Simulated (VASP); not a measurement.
# CsLi3O2 (P6/mmm) in VASP: notebook

Runs on CsLi3O2. Level: PBE. Tasks: single point, relaxation of cell and atoms.

Everything below comes from runs of VASP 6.6.1. Logs are shortened: lines on timing, memory, paths and dates and some standing lists are left out, and cuts for length are marked.

### Step 1. The cell of the first run

The structure is hexagonal, space group P6/mmm (No. 191). The conventional cell has a = 5.427 Å, b = 5.427 Å, c = 4.314 Å, α = 90.00°, β = 90.00°, γ = 120.00°. Within 2.9 Å of Cs (site symmetry 6/mmm) lie 2 Li at 2.16 Å. Li (site symmetry 6/mmm) has 2 Cs at 2.16 Å within 2.9 Å. Within 2.9 Å of Li (site symmetry -6m2) lie 2 O at 2.16 Å. O (site symmetry -6m2) has 2 Li at 2.16 Å within 2.9 Å.

### Step 2. Single point, PBE

INCAR reads:

```
PREC = Accurate ; ENCUT = 520
EDIFF = 1E-6 ; ISMEAR = 0
SIGMA = 0.1 ; LREAL = False
LASPH = True ; NELM = 100
ALGO = Normal ; ISIF = 2
LWAVE = False ; LCHARG = False
GGA = PE ; NBANDS = 24
```

KPOINTS reads:

```
Automatic mesh
0
Gamma
  9 9 10
```

POSCAR reads:

```
CsLi3O2
1.0
    5.4274838471      0.0000000000      0.0000000000
   -2.7137419236      4.7003388902      0.0000000000
    0.0000000000      0.0000000000      4.3141282704
Cs Li O
1 3 2
Direct
    0.0000000000      0.0000000000      0.5000000000
    0.0000000000      0.0000000000      0.0000000000
    0.3333333333      0.6666666667      0.0000000000
    0.6666666667      0.3333333333      0.0000000000
    0.3333333333      0.6666666667      0.5000000000
    0.6666666667      0.3333333333      0.5000000000
```

Potentials or basis: VASP PAW PBE potentials, release 64 (Cs_sv, Li_sv, O).

The run is started by

```bash
$ cat potpaw_PBE.64/Cs_sv/POTCAR potpaw_PBE.64/Li_sv/POTCAR potpaw_PBE.64/O/POTCAR > POTCAR
$ mpirun -np 1 vasp_std > vasp.out
```

OUTCAR:

```text
PREC = Accurate
   ENCUT = 520
   EDIFF = 1E-6
   ISMEAR = 0
   LREAL = False
   LASPH = True
   NELM = 100
   ISIF = 2
   GGA = PE

 ion  position               nearest neighbor table
   1  0.000  0.000  0.500-   2 2.16   2 2.16
   2  0.000  0.000  0.000-   1 2.16   1 2.16
   3  0.333  0.667  0.000-   5 2.16   5 2.16
   4  0.667  0.333  0.000-   6 2.16   6 2.16
   5  0.333  0.667  0.500-   3 2.16   3 2.16
   6  0.667  0.333  0.500-   4 2.16   4 2.16

  LATTYP: Found a hexagonal cell.
 ALAT       =     5.4274838471
 C/A-ratio  =     0.7948670861

  Lattice vectors:

 A1 = (   5.4274838471,   0.0000000000,   0.0000000000)
 A2 = (  -2.7137419236,   4.7003388902,   0.0000000000)
 A3 = (   0.0000000000,   0.0000000000,   4.3141282704)

Analysis of symmetry for initial positions (statically):
=====================================================================
 Subroutine PRICEL returns:
 Original cell was already a primitive cell.

 Routine SETGRP: Setting up the symmetry group for a
 hexagonal supercell.

 Subroutine GETGRP returns: Found 24 space group operations
 (whereof 24 operations were pure point group operations)
 out of a pool of 24 trial point group operations.

The static configuration has the point symmetry D_6h.

Analysis of symmetry for dynamics (positions and initial velocities):
=====================================================================
 Subroutine PRICEL returns:
 Original cell was already a primitive cell.

 Routine SETGRP: Setting up the symmetry group for a
 hexagonal supercell.

 Subroutine GETGRP returns: Found 24 space group operations
 (whereof 24 operations were pure point group operations)
 out of a pool of 24 trial point group operations.

The dynamic configuration has the point symmetry D_6h.

 Subroutine INISYM returns: Found 24 space group operations
 (whereof 24 operations are pure point group operations),
 and found     1 'primitive' translations

----------------------------------------------------------------------------------------

                                     Primitive cell

  volume of cell :     110.0578

  direct lattice vectors                    reciprocal lattice vectors
     5.427483847  0.000000000  0.000000000     0.184247439  0.106375309  0.000000000
    -2.713741924  4.700338890  0.000000000     0.000000000  0.212750617  0.000000000
     0.000000000  0.000000000  4.314128270     0.000000000  0.000000000  0.231796539

  length of vectors
     5.427483847  5.427483847  4.314128270     0.212750617  0.212750617  0.231796539

  position of ions in fractional coordinates (direct lattice)
     0.000000000  0.000000000  0.500000000
     0.000000000  0.000000000  0.000000000
     0.333333333  0.666666667  0.000000000
     0.666666667  0.333333333  0.000000000
     0.333333333  0.666666667  0.500000000
     0.666666667  0.333333333  0.500000000

  ion indices of the primitive-cell ions
   primitive index   ion index
                 1           1
                 2           2
                 3           3
                 4           4
                 5           5
                 6           6

----------------------------------------------------------------------------------------

 KPOINTS: Automatic mesh

Automatic generation of k-mesh.
 Grid dimensions read from file:
 generate k-points for:    9    9   10

 Generating k-lattice:

  Cartesian coordinates                     Fractional coordinates (reciprocal lattice)
     0.020471938  0.011819479  0.000000000     0.111111111 -0.000000000  0.000000000
     0.000000000  0.023638957  0.000000000     0.000000000  0.111111111  0.000000000
     0.000000000  0.000000000  0.023179654     0.000000000  0.000000000  0.100000000

  Length of vectors
     0.023638957  0.023638957  0.023179654

  Shift w.r.t. Gamma in fractional coordinates (k-lattice)
     0.000000000  0.000000000  0.000000000

 Subroutine IBZKPT returns following result:
 ===========================================

 Found     72 irreducible k-points:

 Following reciprocal coordinates:
            Coordinates               Weight
  0.000000  0.000000  0.000000      1.000000
  0.111111 -0.000000  0.000000      6.000000
  0.222222  0.000000  0.000000      6.000000
  0.333333  0.000000  0.000000      6.000000
  0.444444  0.000000  0.000000      6.000000
  0.111111  0.111111  0.000000      6.000000
[... 16 lines left out ...]
  0.333333  0.222222  0.100000     24.000000
  0.333333  0.333333  0.100000      4.000000
 [... further k-points ...]
   k-points           NKPTS =     72   k-points in BZ     NKDIM =     72   number of bands    NBANDS=     24
   number of dos      NEDOS =    301   number of ions     NIONS =      6
   total plane-waves  NPLWV =  51200
   dimension x,y,z NGX =    40 NGY =   40 NGZ =   32
   dimension x,y,z NGXF=    80 NGYF=   80 NGZF=   64
   ions per type =               1   3   2
   NGX,Y,Z   is equivalent  to a cutoff of  12.25, 12.25, 12.33 a.u.
   NGXF,Y,Z  is equivalent  to a cutoff of  24.50, 24.50, 24.66 a.u.
 SYSTEM =  unknown system
   PREC   = accura    normal or accurate (medium, high low for compatibility)
   ISTART =      0    job   : 0-new  1-cont  2-samecut
   ICHARG =      2    charge: 1-file 2-atom 10-const
   ISPIN  =      1    spin polarized calculation?
   LNONCOLLINEAR =      F non collinear calculations
   LSORBIT =      F    spin-orbit coupling
   LASPH  =      T    aspherical Exc in radial PAW
   ENCUT  =  520.0 eV  38.22 Ry    6.18 a.u.  10.09 10.09  8.02*2*pi/ulx,y,z
   NELM   =    100;   NELMIN=  2; NELMDL= -5     # of ELM steps
   EDIFF  = 0.1E-05   stopping-criterion for ELM
   LREAL  =      F    real-space projection
   EDIFFG = 0.1E-04   stopping-criterion for IOM
   NSW    =      0    number of steps for IOM
   IBRION =     -1    ionic relax: 0-MD 1-quasi-New 2-CG
   NFREE  =      0    steps in history (QN), initial steepest desc. (CG)
   ISIF   =      2    stress and relaxation
   ISYM   =      2    0-nonsym 1-usesym 2-fastsym
   POTIM  = 0.5000    time-step for ionic-motion
   TEBEG  =    0.0;   TEEND  =   0.0 temperature during run
   PSTRESS=    0.0 pullay stress
   NELECT =      30.0000    total number of electrons
   NUPDOWN=      -1.0000    fix difference up-down
   EMIN   =  10.00;   EMAX   =-10.00  energy-range for DOS
   EFERMI =   0.00;   METHOD = LEGACY
   ISMEAR =     0;   SIGMA  =   0.10  broadening in eV -4-tet -1-fermi 0-gaus
   EFERMI_NEDOS =   21; number of points for ismear=-14 and -15
   IALGO  =     38    algorithm
   IMIX   =      4    mixing-type and parameters
     AMIX     =   0.40;   BMIX     =  1.00
     AMIX_MAG =   1.60;   BMIX_MAG =  1.00
  volume/ion in A,a.u.               =      18.34       123.78
  Fermi-wavevector in a.u.,A,eV,Ry     =   1.061471  2.005890 15.329979  1.126722
  Thomas-Fermi vector in A             =   2.196889
   LORBIT       =      0    0 simple, 1 ext, 2 COOP (PROOUT), +10 PAW based schemes
   GGA     = PE    functional components
   LHFCALC =     F    Hartree Fock is set to
   AEXX    =    0.0000 exact exchange contribution
   IVDW    =     0    specifies the selected vdW correction
   LEPSILON=     F    determine dielectric tensor
   LRPA    =     F    only Hartree local field effects (RPA)
 non-spin polarized calculation
 Gauss-broadening in eV      SIGMA  =   0.10
  energy-cutoff  :      520.00
  volume of cell :      110.06
 maximum number of plane-waves:      3004
   NGX = 21   NGY = 21   NGZ = 17

 number of electron      29.9999987 magnetization

 Free energy of the ion-electron system (eV)
  ---------------------------------------------------
  ext. energy  EPLUGINS =         0.00000000
  ---------------------------------------------------
  free energy    TOTEN  =       -16.50365029 eV

  energy without entropy =      -16.47763880  energy(sigma->0) =      -16.49064455

 E-fermi :   1.5226     XC(G=0):  -8.2618

 val. band max:        1.5179108770   @ k =   0.3333   0.3333   0.4000
 cond. band min:       1.5233768896   @ k =   0.3333   0.3333   0.5000
 fundamental gap:      0.0054660126
 Fermi energy:         1.5225765554

 k-point     1 :       0.0000    0.0000    0.0000
  band No.  band energies     occupation
      1     -48.9953      2.00000
      2     -44.4507      2.00000
      3     -44.4440      2.00000
      4     -21.2434      2.00000
      5     -13.9356      2.00000
      6     -13.6152      2.00000
[... 16 lines left out ...]
     23       6.4966      0.00000
     24      10.5044      0.00000

 k-point     2 :       0.1111   -0.0000    0.0000
  band No.  band energies     occupation
      1     -48.9953      2.00000
      2     -44.4505      2.00000
      3     -44.4442      2.00000
      4     -21.2420      2.00000
      5     -13.9360      2.00000
      6     -13.6259      2.00000
[... 16 lines left out ...]
     23       6.6098      0.00000
     24      10.3978      0.00000

 k-point     3 :       0.2222    0.0000    0.0000
  band No.  band energies     occupation
      1     -48.9953      2.00000
      2     -44.4500      2.00000
      3     -44.4448      2.00000
      4     -21.2386      2.00000
      5     -13.9339      2.00000
      6     -13.6561      2.00000
[... 16 lines left out ...]
     23       7.1386      0.00000
     24      10.0958      0.00000

 k-point     4 :       0.3333    0.0000    0.0000
  band No.  band energies     occupation
      1     -48.9953      2.00000
      2     -44.4493      2.00000
      3     -44.4455      2.00000
      4     -21.2346      2.00000
      5     -13.9245      2.00000
      6     -13.6980      2.00000
[... 16 lines left out ...]
     23       7.7453      0.00000
     24       9.6606      0.00000

 k-point     5 :       0.4444    0.0000    0.0000
  band No.  band energies     occupation
      1     -48.9953      2.00000
      2     -44.4487      2.00000
      3     -44.4462      2.00000
      4     -21.2321      2.00000
      5     -13.9114      2.00000
      6     -13.7325      2.00000
[... 451 lines left out ...]
 k-point    22 :       0.2222    0.2222    0.1000
  band No.  band energies     occupation
      1     -48.9950      2.00000
      2     -44.4489      2.00000
      3     -44.4459      2.00000
      4     -21.2427      2.00000
      5     -13.9097      2.00000
      6     -13.7323      2.00000
[... 16 lines left out ...]
     23       8.0393      0.00000
     24       9.2702      0.00000

 k-point    23 :       0.3333    0.2222    0.1000
  band No.  band energies     occupation
      1     -48.9950      2.00000
      2     -44.4482      2.00000
      3     -44.4467      2.00000
      4     -21.2408      2.00000
      5     -13.8808      2.00000
      6     -13.7783      2.00000
[... 16 lines left out ...]
     23       7.8790      0.00000
     24       9.4586      0.00000

 k-point    24 :       0.3333    0.3333    0.1000
  band No.  band energies     occupation
      1     -48.9950      2.00000
      2     -44.4474      2.00000
      3     -44.4474      2.00000
      4     -21.2401      2.00000
      5     -13.8328      2.00000
      6     -13.8328      2.00000
[... 16 lines left out ...]
     23       7.6242      0.00000
     24       9.7114      0.00000

 [... further k-points ...]
[... 5 lines left out ...]
  --------------------------------------------------------------------------------------
  -------------------------------------------------------------------------------------
  Total        0.0692913      0.0692913      0.2428180     -0.0000000     -0.0000000     -0.0000000
  in kB        1.0087154      1.0087154      3.5348470     -0.0000000     -0.0000000     -0.0000000
  external PRESSURE =       1.8507593 kB  Pullay stress =       0.0000000 kB

 VOLUME and BASIS-vectors are now :
 -----------------------------------------------------------------------------
  energy-cutoff  :      520.00
  volume of cell :      110.06
      direct lattice vectors                 reciprocal lattice vectors
     5.427483847  0.000000000  0.000000000     0.184247439  0.106375309  0.000000000
    -2.713741924  4.700338890  0.000000000     0.000000000  0.212750617  0.000000000
     0.000000000  0.000000000  4.314128270     0.000000000  0.000000000  0.231796539

 POSITION                                       TOTAL-FORCE (eV/Angst)
 -----------------------------------------------------------------------------------
      0.00000      0.00000      2.15706         0.000000      0.000000      0.000000
      0.00000      0.00000      0.00000         0.000000      0.000000      0.000000
     -0.00000      3.13356      0.00000        -0.000000      0.000000     -0.000000
      2.71374      1.56678      0.00000         0.000000      0.000000      0.000000
     -0.00000      3.13356      2.15706        -0.000000      0.000000      0.000000
      2.71374      1.56678      2.15706         0.000000      0.000000      0.000000
 -----------------------------------------------------------------------------------
    total drift:                                0.000000     -0.000000      0.000000

  FREE ENERGIE OF THE ION-ELECTRON SYSTEM (eV)
  ---------------------------------------------------
  free  energy   TOTEN  =       -16.5036502891 eV

  energy  without entropy=      -16.4776388033  energy(sigma->0) =      -16.49064455
```

It took 2.3 min on 1 thread of AMD EPYC 9R45 (Zen 5), shared host; peak memory 0.29 GiB.

What came out:

```
Free energy            : -16.5037 eV
Band gap on the k mesh : zero (band 15 reaches 1.55 eV, above the bottom of band 16 at 1.31 eV)
```

Caveat: the cutoff is under 1.25 times the usual one of these potentials, so pressure, stress and relaxed cells hold a basis-set (Pulay) error; spin-orbit coupling is left out, which moves the levels of the heavy elements.

### Step 3. Relaxation of cell and atoms, PBE

This run uses another cell than the first one, of 18.26 Å³/atom, 0.995 times its volume.

INCAR reads:

```
SYSTEM = CsLi3O2
PREC = Accurate ; ENCUT = 600
EDIFF = 1E-7 ; ISMEAR = 0
SIGMA = 0.1 ; LREAL = .FALSE.
LASPH = .TRUE. ; NELM = 100
ALGO = Normal ; ISIF = 3
LWAVE = .FALSE. ; LCHARG = .FALSE.
GGA = PE ; IBRION = 2
NSW = 100 ; EDIFFG = -0.01
```

KPOINTS reads:

```
regular mesh
0
G
  9 9 10
  0 0 0
```

POSCAR: that of step 2 with these lines changed.

```diff
@@ -2,5 +2,5 @@
 1.0
-    5.4274838471      0.0000000000      0.0000000000
-   -2.7137419236      4.7003388902      0.0000000000
-    0.0000000000      0.0000000000      4.3141282704
+    5.4182873118      0.0000000000      0.0000000000
+   -2.7091436559      4.6923744570      0.0000000000
+    0.0000000000      0.0000000000      4.3083103677
 Cs Li O
```

Potentials or basis: VASP PAW PBE potentials, release 64 (Cs_sv, Li_sv, O).

The run is started by

```bash
$ cat potpaw_PBE.64/Cs_sv/POTCAR potpaw_PBE.64/Li_sv/POTCAR potpaw_PBE.64/O/POTCAR > POTCAR
$ mpirun -np 1 vasp_std > vasp.out
```

It took 6.3 min on 1 thread of AMD EPYC 9R45 (Zen 5), shared host; peak memory 0.38 GiB.

The run converged. Its results:

```
Free energy                            : -16.5049 eV
Relaxed volume                         : 18.39 Å³/atom
Relaxed cell                           : a = 5.428 Å, b = 5.428 Å, c = 4.324 Å, α = 90.00°, β = 90.00°, γ = 120.00°
Space group after relaxing (to 0.05 Å) : P6/mmm (No. 191)
Energy gained by relaxing              : 0.1 meV/atom
Ionic steps                            : 4
Pressure after relaxing                : 0.0 GPa
Band gap on the k mesh                 : zero (band 15 reaches 1.55 eV, above the bottom of band 16 at 1.30 eV)
```

Stress tensor (GPa, compression positive):
```
 0.05  0.00  0.00
 0.00  0.05  0.00
 0.00  0.00 -0.03
```

Step by step:
```tsv
step	energy change (eV)	largest force (eV/Å)	pressure (GPa)	volume (Å³)
1	0.0000	0.0000	0.24	109.54
2	-0.0006	0.0000	0.11	109.98
3	-0.0007	0.0000	0.04	110.20
4	-0.0007	0.0000	0.02	110.34
```

Final structure:
```
CELL_PARAMETERS angstrom
5.42839 0.00000 0.00000
-2.71419 4.70112 0.00000
0.00000 0.00000 4.32377
ATOMIC_POSITIONS crystal
Cs 0.00000 0.00000 0.50000
Li 0.00000 0.00000 0.00000
Li 0.33333 0.66667 0.00000
Li 0.66667 0.33333 0.00000
O 0.33333 0.66667 0.50000
O 0.66667 0.33333 0.50000
```

Levels at points of the mesh, in eV from the Fermi level:
```csv
k point,band 12,band 13,band 14,band 15,band 16,band 17,band 18,band 19
"(0.00, 0.00, 0.00)",-1.83,-1.34,-0.67,-0.05,-0.05,3.06,3.06,4.25
"(0.00, 0.00, 0.50)",-1.52,-1.16,0.03,0.03,0.26,0.26,2.32,3.40
```

Caveat: the cutoff is under 1.25 times the usual one of these potentials, so pressure, stress and relaxed cells hold a basis-set (Pulay) error; spin-orbit coupling is left out, which moves the levels of the heavy elements.

### Step 4. Single point, PBE

This run uses another cell than the first one, of 17.76 Å³/atom, 0.968 times its volume.

INCAR reads:

```
SYSTEM = CsLi3O2
ALGO = Normal
EDIFF = 1E-7
ENCUT = 520
GGA = PE
ISIF = 2
ISMEAR = 0
LASPH = .True.
LCHARG = .False.
LREAL = .False.
LWAVE = .False.
NBANDS = 24
NELM = 100
PREC = Accurate
SIGMA = 0.1
```

KPOINTS reads:

```
k-points
0
Gamma
  6 6 4
  0 0 0
```

POSCAR reads:

```
CsLi3O2
1.0
    4.3368030100      0.0000000000      0.0000000000
   -2.1684015100      3.7557815800      0.0000000000
    0.0000000000      0.0000000000      6.5423908400
Cs Li O
1 3 2
Direct
    0.0000000000      0.0000000000      0.5000000000
    0.0000000000      0.0000000000      0.0000000000
    0.3333333300      0.6666666700      0.0000000000
    0.6666666700      0.3333333300      0.0000000000
    0.3333333300      0.6666666700      0.5000000000
    0.6666666700      0.3333333300      0.5000000000
```

The run is started by

```bash
$ cat potpaw_PBE.64/Cs_sv/POTCAR potpaw_PBE.64/Li_sv/POTCAR potpaw_PBE.64/O/POTCAR > POTCAR
$ mpirun -np 1 vasp_std > vasp.out
```

It took 45 s on 1 thread of AMD EPYC 9R45 (Zen 5), shared host; peak memory 0.2 GiB.

The run converged. Its results:

* Free energy: -12.8318 eV
* Band gap on the k mesh: zero (band 15 reaches 2.54 eV, above the bottom of band 16 at 1.03 eV)

Levels at points of the mesh, in eV from the Fermi level:
| k point | band 11 | band 12 | band 13 | band 14 | band 15 | band 16 | band 17 | band 18 | band 19 | band 20 |
| --- | --- | --- | --- | --- | --- | --- | --- | --- | --- | --- |
| (0.00, 0.00, 0.00) | -3.32 | -2.32 | -1.53 | -0.56 | 1.34 | 1.34 | 1.98 | 3.58 | 3.58 | 3.73 |
| (0.50, 0.00, 0.00) | -1.85 | -1.10 | -0.85 | -0.61 | -0.50 | -0.17 | -0.11 | 1.04 | 3.82 | 4.18 |
| (0.00, 0.00, 0.50) | -3.32 | -2.00 | -0.94 | -0.55 | 0.25 | 1.35 | 1.35 | 3.36 | 3.36 | 3.67 |
| (0.50, 0.00, 0.50) | -1.84 | -1.19 | -0.50 | -0.17 | -0.17 | -0.11 | -0.02 | 0.89 | 2.43 | 3.33 |

Caveat: the cutoff is under 1.25 times the usual one of these potentials, so pressure, stress and relaxed cells hold a basis-set (Pulay) error; spin-orbit coupling is left out, which moves the levels of the heavy elements.

### Step 5. Overview

| task | cell | k mesh | cutoff (eV) | gap on the mesh (eV) |
| --- | --- | --- | --- | --- |
| single point | a = 5.427, b = 5.427, c = 4.314 Å, angles 90.0, 90.0, 120.0°, 6 atoms | 9 × 9 × 10 | 520 | none |
| relaxation of cell and atoms | relaxed from a = 5.418, b = 5.418, c = 4.308 Å, angles 90.0, 90.0, 120.0°, 6 atoms | 9 × 9 × 10 | 600 | none |
| single point | a = 4.337, b = 4.337, c = 6.542 Å, angles 90.0, 90.0, 120.0°, 6 atoms | 6 × 6 × 4 | 520 | none |

Alike in all rows: level PBE; potentials or basis VASP PAW PBE potentials, release 64 (Cs_sv, Li_sv, O); no spin polarisation; smearing gaussian 0.1 eV.

Caveats: the cutoff is under 1.25 times the usual one of these potentials, so pressure, stress and relaxed cells hold a basis-set (Pulay) error; spin-orbit coupling is left out, which moves the levels of the heavy elements.

Total energies depend on the potentials used, so only differences within one code and one set of settings carry meaning.
